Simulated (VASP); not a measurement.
# ZrAs3 (Pm-3m) in VASP: notebook

ZrAs3 is run at these levels: PBE; tasks: single point, relaxation of cell and atoms.

Everything below comes from runs of VASP 6.6.1. Logs are shortened: lines on timing, memory, paths and dates and some standing lists are left out, and cuts for length are marked.

## 1. The cell of the first run

It takes space group Pm-3m (No. 221, cubic). Conventional cell: a = 4.252 Å, b = 4.252 Å, c = 4.252 Å, α = 90.00°, β = 90.00°, γ = 90.00°. Zr (site symmetry m-3m) has 12 As at 3.01 Å within 4.0 Å. Within 4.0 Å of As (site symmetry 4/mmm) lie 4 Zr at 3.01 Å and 8 As at 3.01 Å.

## 2. Single point, PBE

INCAR

```
SYSTEM = ZrAs3
PREC     = Accurate       ! precision mode
ENCUT    = 520            ! plane-wave cutoff, eV
EDIFF    = 1E-6           ! SCF threshold, eV
ISMEAR   = 0              ! smearing method
SIGMA    = 0.1            ! smearing width, eV
LREAL    = .False.        ! projectors in reciprocal space
LASPH    = .True.         ! aspherical terms in the spheres
NELM     = 60             ! most SCF steps
ALGO     = Normal         ! electronic algorithm
ISIF     = 2              ! what is computed and relaxed
LWAVE    = .False.        ! write WAVECAR
LCHARG   = .False.        ! write CHGCAR
GGA      = PE             ! functional
NBANDS   = 22             ! bands
```

KPOINTS

```
regular mesh
0
Gamma
  4 4 4
  0 0 0
```

POSCAR

```
ZrAs3
1.0
    4.2517887888      0.0000000000      0.0000000000
    0.0000000000      4.2517887888      0.0000000000
    0.0000000000      0.0000000000      4.2517887888
Zr As
1 3
Direct
    0.0000000000      0.0000000000      0.0000000000
    0.0000000000      0.5000000000      0.5000000000
    0.5000000000      0.0000000000      0.5000000000
    0.5000000000      0.5000000000      0.0000000000
```

Potentials or basis: VASP PAW PBE potentials, release 64 (Zr_sv, As).

The run is started by

```console
> cat potpaw_PBE.64/Zr_sv/POTCAR potpaw_PBE.64/As/POTCAR > POTCAR
> mpirun -np 1 vasp_std > vasp.out
```

OUTCAR:

```text
SYSTEM = ZrAs3
   PREC = Accurate
   ENCUT = 520
   EDIFF = 1E-6
   ISMEAR = 0
   LREAL = .False.
   LASPH = .True.
   NELM = 60
   ISIF = 2
   GGA = PE

 ion  position               nearest neighbor table
   1  0.000  0.000  0.000-   2 3.01   3 3.01   4 3.01   2 3.01   3 3.01   2 3.01   4 3.01   2 3.01
                             3 3.01   4 3.01   3 3.01   4 3.01
   2  0.000  0.500  0.500-   1 3.01   1 3.01   1 3.01   1 3.01
   3  0.500  0.000  0.500-   1 3.01   1 3.01   1 3.01   1 3.01
   4  0.500  0.500  0.000-   1 3.01   1 3.01   1 3.01   1 3.01

  LATTYP: Found a simple cubic cell.
 ALAT       =     4.2517887888

  Lattice vectors:

 A1 = (   4.2517887888,   0.0000000000,   0.0000000000)
 A2 = (   0.0000000000,   4.2517887888,   0.0000000000)
 A3 = (   0.0000000000,   0.0000000000,   4.2517887888)

Analysis of symmetry for initial positions (statically):
=====================================================================
 Subroutine PRICEL returns:
 Original cell was already a primitive cell.

 Routine SETGRP: Setting up the symmetry group for a
 simple cubic supercell.

 Subroutine GETGRP returns: Found 48 space group operations
 (whereof 48 operations were pure point group operations)
 out of a pool of 48 trial point group operations.

The static configuration has the point symmetry O_h .

Analysis of symmetry for dynamics (positions and initial velocities):
=====================================================================
 Subroutine PRICEL returns:
 Original cell was already a primitive cell.

 Routine SETGRP: Setting up the symmetry group for a
 simple cubic supercell.

 Subroutine GETGRP returns: Found 48 space group operations
 (whereof 48 operations were pure point group operations)
 out of a pool of 48 trial point group operations.

The dynamic configuration has the point symmetry O_h .

 Subroutine INISYM returns: Found 48 space group operations
 (whereof 48 operations are pure point group operations),
 and found     1 'primitive' translations

----------------------------------------------------------------------------------------

                                     Primitive cell

  volume of cell :      76.8626

  direct lattice vectors                    reciprocal lattice vectors
     4.251788789  0.000000000  0.000000000     0.235195126  0.000000000  0.000000000
     0.000000000  4.251788789  0.000000000     0.000000000  0.235195126  0.000000000
     0.000000000  0.000000000  4.251788789     0.000000000  0.000000000  0.235195126

  length of vectors
     4.251788789  4.251788789  4.251788789     0.235195126  0.235195126  0.235195126

  position of ions in fractional coordinates (direct lattice)
     0.000000000  0.000000000  0.000000000
     0.000000000  0.500000000  0.500000000
     0.500000000  0.000000000  0.500000000
     0.500000000  0.500000000  0.000000000

  ion indices of the primitive-cell ions
   primitive index   ion index
                 1           1
                 2           2
                 3           3
                 4           4

----------------------------------------------------------------------------------------

 KPOINTS: regular mesh

Automatic generation of k-mesh.
 Grid dimensions read from file:
 generate k-points for:    4    4    4

 Generating k-lattice:

  Cartesian coordinates                     Fractional coordinates (reciprocal lattice)
     0.058798782  0.000000000  0.000000000     0.250000000  0.000000000  0.000000000
     0.000000000  0.058798782  0.000000000     0.000000000  0.250000000  0.000000000
     0.000000000  0.000000000  0.058798782     0.000000000  0.000000000  0.250000000

  Length of vectors
     0.058798782  0.058798782  0.058798782

  Shift w.r.t. Gamma in fractional coordinates (k-lattice)
     0.000000000  0.000000000  0.000000000

 Subroutine IBZKPT returns following result:
 ===========================================

 Found     10 irreducible k-points:

 Following reciprocal coordinates:
            Coordinates               Weight
  0.000000  0.000000  0.000000      1.000000
  0.250000  0.000000  0.000000      6.000000
  0.500000  0.000000  0.000000      3.000000
  0.250000  0.250000  0.000000     12.000000
  0.500000  0.250000  0.000000     12.000000
  0.500000  0.500000  0.000000      3.000000
  0.250000  0.250000  0.250000      8.000000
  0.500000  0.250000  0.250000     12.000000
  0.500000  0.500000  0.250000      6.000000
  0.500000  0.500000  0.500000      1.000000
   k-points           NKPTS =     10   k-points in BZ     NKDIM =     10   number of bands    NBANDS=     22
   number of dos      NEDOS =    301   number of ions     NIONS =      4
   total plane-waves  NPLWV =  32768
   dimension x,y,z NGX =    32 NGY =   32 NGZ =   32
   dimension x,y,z NGXF=    64 NGYF=   64 NGZF=   64
   ions per type =               1   3
   NGX,Y,Z   is equivalent  to a cutoff of  12.51, 12.51, 12.51 a.u.
   NGXF,Y,Z  is equivalent  to a cutoff of  25.02, 25.02, 25.02 a.u.
 SYSTEM =  ZrAs3
   PREC   = accura    normal or accurate (medium, high low for compatibility)
   ISTART =      0    job   : 0-new  1-cont  2-samecut
   ICHARG =      2    charge: 1-file 2-atom 10-const
   ISPIN  =      1    spin polarized calculation?
   LNONCOLLINEAR =      F non collinear calculations
   LSORBIT =      F    spin-orbit coupling
   LASPH  =      T    aspherical Exc in radial PAW
   ENCUT  =  520.0 eV  38.22 Ry    6.18 a.u.   7.91  7.91  7.91*2*pi/ulx,y,z
   NELM   =     60;   NELMIN=  2; NELMDL= -5     # of ELM steps
   EDIFF  = 0.1E-05   stopping-criterion for ELM
   LREAL  =      F    real-space projection
   EDIFFG = 0.1E-04   stopping-criterion for IOM
   NSW    =      0    number of steps for IOM
   IBRION =     -1    ionic relax: 0-MD 1-quasi-New 2-CG
   NFREE  =      0    steps in history (QN), initial steepest desc. (CG)
   ISIF   =      2    stress and relaxation
   ISYM   =      2    0-nonsym 1-usesym 2-fastsym
   POTIM  = 0.5000    time-step for ionic-motion
   TEBEG  =    0.0;   TEEND  =   0.0 temperature during run
   PSTRESS=    0.0 pullay stress
   NELECT =      27.0000    total number of electrons
   NUPDOWN=      -1.0000    fix difference up-down
   EMIN   =  10.00;   EMAX   =-10.00  energy-range for DOS
   EFERMI =   0.00;   METHOD = LEGACY
   ISMEAR =     0;   SIGMA  =   0.10  broadening in eV -4-tet -1-fermi 0-gaus
   EFERMI_NEDOS =   21; number of points for ismear=-14 and -15
   IALGO  =     38    algorithm
   IMIX   =      4    mixing-type and parameters
     AMIX     =   0.40;   BMIX     =  1.00
     AMIX_MAG =   1.60;   BMIX_MAG =  1.00
  volume/ion in A,a.u.               =      19.22       129.67
  Fermi-wavevector in a.u.,A,eV,Ry     =   1.155113  2.182847 18.154058  1.334286
  Thomas-Fermi vector in A             =   2.291744
   LORBIT       =      0    0 simple, 1 ext, 2 COOP (PROOUT), +10 PAW based schemes
   GGA     = PE    functional components
   LHFCALC =     F    Hartree Fock is set to
   AEXX    =    0.0000 exact exchange contribution
   IVDW    =     0    specifies the selected vdW correction
   LEPSILON=     F    determine dielectric tensor
   LRPA    =     F    only Hartree local field effects (RPA)
 non-spin polarized calculation
 Gauss-broadening in eV      SIGMA  =   0.10
  energy-cutoff  :      520.00
  volume of cell :       76.86
 maximum number of plane-waves:      2103
 NGX is ok and might be reduce to    32
   NGX = 15   NGY = 15   NGZ = 15

 number of electron      27.0000002 magnetization

 Free energy of the ion-electron system (eV)
  ---------------------------------------------------
  ext. energy  EPLUGINS =         0.00000000
  ---------------------------------------------------
  free energy    TOTEN  =       -23.10292441 eV

  energy without entropy =      -23.09106608  energy(sigma->0) =      -23.09699524

 E-fermi :   8.1385     XC(G=0): -11.0337

 val. band max:        8.1058467319   @ k =   0.0000   0.0000   0.0000
 cond. band min:       8.1632110330   @ k =   0.2500   0.0000   0.0000
 fundamental gap:      0.0573643011
 Fermi energy:         8.1385072901

 k-point     1 :       0.0000    0.0000    0.0000
  band No.  band energies     occupation
      1     -41.9163      2.00000
      2     -19.9314      2.00000
      3     -19.9314      2.00000
      4     -19.9314      2.00000
      5      -6.3389      2.00000
      6      -1.1361      2.00000
[... 14 lines left out ...]
     21      11.2444      0.00000
     22      11.2444      0.00000

 k-point     2 :       0.2500    0.0000    0.0000
  band No.  band energies     occupation
      1     -41.9157      2.00000
      2     -19.9525      2.00000
      3     -19.9287      2.00000
      4     -19.9287      2.00000
      5      -5.8623      2.00000
      6      -2.3586      2.00000
[... 14 lines left out ...]
     21      10.8581      0.00000
     22      11.2373      0.00000

 k-point     3 :       0.5000    0.0000    0.0000
  band No.  band energies     occupation
      1     -41.9151      2.00000
      2     -19.9735      2.00000
      3     -19.9262      2.00000
      4     -19.9262      2.00000
      5      -4.8915      2.00000
      6      -3.8775      2.00000
[... 14 lines left out ...]
     21      12.8197      0.00000
     22      13.4855      0.00000

 k-point     4 :       0.2500    0.2500    0.0000
  band No.  band energies     occupation
      1     -41.9151      2.00000
      2     -19.9500      2.00000
      3     -19.9487      2.00000
      4     -19.9262      2.00000
      5      -5.4171      2.00000
      6      -2.3779      2.00000
[... 14 lines left out ...]
     21      11.2074      0.00000
     22      13.0763      0.00000

 k-point     5 :       0.5000    0.2500    0.0000
  band No.  band energies     occupation
      1     -41.9145      2.00000
      2     -19.9698      2.00000
      3     -19.9462      2.00000
      4     -19.9237      2.00000
      5      -4.5206      2.00000
      6      -3.5449      2.00000
[... 14 lines left out ...]
     21      12.4770      0.00000
     22      15.2545      0.00000

 k-point     6 :       0.5000    0.5000    0.0000
  band No.  band energies     occupation
      1     -41.9139      2.00000
      2     -19.9661      2.00000
      3     -19.9661      2.00000
      4     -19.9213      2.00000
      5      -3.6541      2.00000
      6      -3.1239      2.00000
[... 14 lines left out ...]
     21      13.3123      0.00000
     22      13.3347      0.00000

 k-point     7 :       0.2500    0.2500    0.2500
  band No.  band energies     occupation
      1     -41.9145      2.00000
      2     -19.9475      2.00000
      3     -19.9457      2.00000
      4     -19.9457      2.00000
      5      -5.0031      2.00000
      6      -2.2607      2.00000
[... 14 lines left out ...]
     21      12.9079      0.00000
     22      13.3506      0.00000

 k-point     8 :       0.5000    0.2500    0.2500
  band No.  band energies     occupation
      1     -41.9139      2.00000
      2     -19.9663      2.00000
      3     -19.9438      2.00000
      4     -19.9428      2.00000
      5      -4.1729      2.00000
      6      -3.3194      2.00000
[... 14 lines left out ...]
     21      12.3881      0.00000
     22      13.2956      0.00000

 k-point     9 :       0.5000    0.5000    0.2500
  band No.  band energies     occupation
      1     -41.9133      2.00000
      2     -19.9627      2.00000
      3     -19.9627      2.00000
      4     -19.9404      2.00000
      5      -3.3641      2.00000
      6      -3.0576      2.00000
[... 14 lines left out ...]
     21      11.9710      0.00000
     22      12.5126      0.00000

 k-point    10 :       0.5000    0.5000    0.5000
  band No.  band energies     occupation
      1     -41.9126      2.00000
      2     -19.9594      2.00000
      3     -19.9594      2.00000
      4     -19.9594      2.00000
      5      -2.9860      2.00000
      6      -2.9860      2.00000
[... 14 lines left out ...]
     21      12.0301      0.00000
     22      12.0301      0.00000

------------------------ aborting loop because EDIFF is reached ----------------------------------------

  FORCE on cell =-STRESS in cart. coord.  units (eV):
  Direction    XX          YY          ZZ          XY          YZ          ZX
  --------------------------------------------------------------------------------------
  -------------------------------------------------------------------------------------
  Total        0.2215269      0.2215269      0.2215269     -0.0000000      0.0000000     -0.0000000
  in kB        4.6176611      4.6176611      4.6176611     -0.0000000      0.0000000     -0.0000000
  external PRESSURE =       4.6176611 kB  Pullay stress =       0.0000000 kB

 VOLUME and BASIS-vectors are now :
 -----------------------------------------------------------------------------
  energy-cutoff  :      520.00
  volume of cell :       76.86
      direct lattice vectors                 reciprocal lattice vectors
     4.251788789  0.000000000  0.000000000     0.235195126  0.000000000  0.000000000
     0.000000000  4.251788789  0.000000000     0.000000000  0.235195126  0.000000000
     0.000000000  0.000000000  4.251788789     0.000000000  0.000000000  0.235195126

 POSITION                                       TOTAL-FORCE (eV/Angst)
 -----------------------------------------------------------------------------------
      0.00000      0.00000      0.00000         0.000000      0.000000      0.000000
      0.00000      2.12589      2.12589         0.000000      0.000000      0.000000
      2.12589      0.00000      2.12589         0.000000      0.000000      0.000000
      2.12589      2.12589      0.00000         0.000000      0.000000      0.000000
 -----------------------------------------------------------------------------------
    total drift:                                0.000000     -0.000000     -0.000000

  FREE ENERGIE OF THE ION-ELECTRON SYSTEM (eV)
  ---------------------------------------------------
  free  energy   TOTEN  =       -23.1029244068 eV

  energy  without entropy=      -23.0910660790  energy(sigma->0) =      -23.09699524
```

It took 9.5 s on 1 thread of Intel Xeon 6975P-C (Granite Rapids), shared host; peak memory 0.17 GiB.

Results:

| Quantity | Value |
| --- | --- |
| Free energy | -23.1029 eV |
| Pressure | 0.5 GPa |

Levels at points of the mesh, in eV from the Fermi level:
| k point | band 10 | band 11 | band 12 | band 13 | band 14 | band 15 | band 16 | band 17 |
| --- | --- | --- | --- | --- | --- | --- | --- | --- |
| (0.00, 0.00, 0.00) | -4.91 | -0.09 | -0.09 | -0.09 | -0.03 | -0.03 | -0.03 | 0.07 |
| (0.50, 0.00, 0.00) | -3.85 | -2.29 | -2.09 | -2.09 | -1.03 | 0.14 | 0.98 | 0.98 |
| (0.50, 0.50, 0.00) | -3.44 | -3.10 | -1.88 | -1.59 | -1.59 | 0.40 | 0.70 | 1.53 |
| (0.50, 0.50, 0.50) | -5.47 | -5.47 | 0.39 | 1.15 | 1.15 | 1.65 | 1.65 | 1.65 |

Caveat: the k points lie up to 0.37 Å⁻¹ apart.

## 3. Single point, PBE

This run uses another cell than the first one, of 19.28 Å³/atom, 1.004 times its volume.

INCAR

```
PREC = Accurate
ENCUT = 520
EDIFF = 1E-6
ISMEAR = 0
SIGMA = 0.1
LREAL = False
LASPH = True
NELM = 100
ALGO = Normal
ISIF = 2
LWAVE = False
LCHARG = False
GGA = PE
NBANDS = 22
```

KPOINTS

```
Automatic mesh
0
Gamma
  12 12 12
```

POSCAR

```
ZrAs3
1.0
    4.2567667555      0.0000000000      0.0000000000
    0.0000000000      4.2567667555      0.0000000000
    0.0000000000      0.0000000000      4.2567667555
Zr As
1 3
Direct
    0.0000000000      0.0000000000      0.0000000000
    0.0000000000      0.5000000000      0.5000000000
    0.5000000000      0.0000000000      0.5000000000
    0.5000000000      0.5000000000      0.0000000000
```

Potentials or basis: VASP PAW PBE potentials, release 64 (Zr_sv, As).

The run is started by

```console
> cat potpaw_PBE.64/Zr_sv/POTCAR potpaw_PBE.64/As/POTCAR > POTCAR
> mpirun -np 1 vasp_std > vasp.out
```

It took 44 s on 1 thread of Intel Xeon 6975P-C (Granite Rapids), shared host; peak memory 0.26 GiB.

It converged, with:

```yaml
Free_energy: -23.1620 eV
Pressure: 0.2 GPa
```

Levels at points of the mesh, in eV from the Fermi level:
```
           k point  band 11  band 12  band 13  band 14  band 15  band 16  band 17  band 18
(0.00, 0.00, 0.00)    -0.11    -0.11    -0.11    -0.05    -0.05    -0.05     0.04     0.04
(0.50, 0.00, 0.00)    -2.31    -2.11    -2.11    -1.09     0.12     0.92     0.92     1.02
(0.50, 0.50, 0.00)    -3.17    -1.94    -1.60    -1.60     0.38     0.68     1.49     3.47
(0.50, 0.50, 0.50)    -5.47     0.37     1.12     1.12     1.60     1.60     1.60     3.49
```

## 4. Relaxation of cell and atoms, PBE

INCAR

```
  PREC = Accurate
  ENCUT = 600
  EDIFF = 1E-7
  ISMEAR = 0
  SIGMA = 0.1
  LREAL = False
  LASPH = True
  NELM = 60
  ALGO = Normal
  ISIF = 3
  LWAVE = False
  LCHARG = False
  GGA = PE
  IBRION = 2
  NSW = 100
  EDIFFG = -0.01
```

KPOINTS is that of step 3.

POSCAR

```
ZrAs3
1.0
    4.2517887888      0.0000000000      0.0000000000
    0.0000000000      4.2517887888      0.0000000000
    0.0000000000      0.0000000000      4.2517887888
Zr As
1 3
Direct
    0.0000000000      0.0000000000      0.0000000000
    0.0000000000      0.5000000000      0.5000000000
    0.5000000000      0.0000000000      0.5000000000
    0.5000000000      0.5000000000      0.0000000000
```

The run is started by

```console
> cat potpaw_PBE.64/Zr_sv/POTCAR potpaw_PBE.64/As/POTCAR > POTCAR
> mpirun -np 1 vasp_std > vasp.out
```

Run time: 2.5 min. Hardware: 1 thread of Intel Xeon 6975P-C (Granite Rapids), shared host; peak memory 0.3 GiB.

It converged, with:

```yaml
Free_energy: -23.1620 eV
Relaxed_volume: 19.31 Å³/atom
Relaxed_cell: a = 4.259 Å, b = 4.259 Å, c = 4.259 Å, α = 90.00°, β = 90.00°, γ = 90.00°
Space_group_after_relaxing_to_0.05_Å: Pm-3m (No. 221)
Energy_gained_by_relaxing: 0.2 meV/atom
Ionic_steps: 3
Pressure_after_relaxing: 0.0 GPa
```

Step by step:
```tsv
step	energy change (eV)	largest force (eV/Å)	pressure (GPa)	volume (Å³)
1	0.0000	0.0000	0.50	76.86
2	-0.0003	0.0000	-0.33	77.53
3	-0.0006	0.0000	0.01	77.26
```

Final structure:
```xyz
4
Lattice="4.2590 0.0000 0.0000 0.0000 4.2590 0.0000 0.0000 0.0000 4.2590" Properties=species:S:1:pos:R:3 pbc="T T T"
Zr    0.0000    0.0000    0.0000
As    0.0000    2.1295    2.1295
As    2.1295    0.0000    2.1295
As    2.1295    2.1295    0.0000
```

Levels at points of the mesh, in eV from the Fermi level:
| k point | band 12 | band 13 | band 14 | band 15 | band 16 | band 17 |
| --- | --- | --- | --- | --- | --- | --- |
| (0.00, 0.00, 0.00) | -0.11 | -0.11 | -0.05 | -0.05 | -0.05 | 0.04 |
| (0.50, 0.00, 0.00) | -2.10 | -2.10 | -1.09 | 0.12 | 0.92 | 0.92 |
| (0.50, 0.50, 0.00) | -1.93 | -1.60 | -1.60 | 0.37 | 0.68 | 1.48 |
| (0.50, 0.50, 0.50) | 0.37 | 1.12 | 1.12 | 1.60 | 1.60 | 1.60 |

## 5. Overview

| task | cell | k mesh | cutoff (eV) | gap on the mesh (eV) | pressure (GPa) |
| --- | --- | --- | --- | --- | --- |
| single point | a = 4.252 Å, 4 atoms | 4 × 4 × 4 | 520 | none | 0.5 |
| single point | a = 4.257 Å, 4 atoms | 12 × 12 × 12 | 520 | none | 0.2 |
| relaxation of cell and atoms | relaxed from a = 4.252 Å, 4 atoms | 12 × 12 × 12 | 600 | none | 0.0 |

Alike in all rows: level PBE; potentials or basis VASP PAW PBE potentials, release 64 (Zr_sv, As); no spin polarisation; smearing gaussian 0.1 eV.

Caveats: some runs use coarse meshes.

Absolute energies hang on the potentials; compare differences alone.
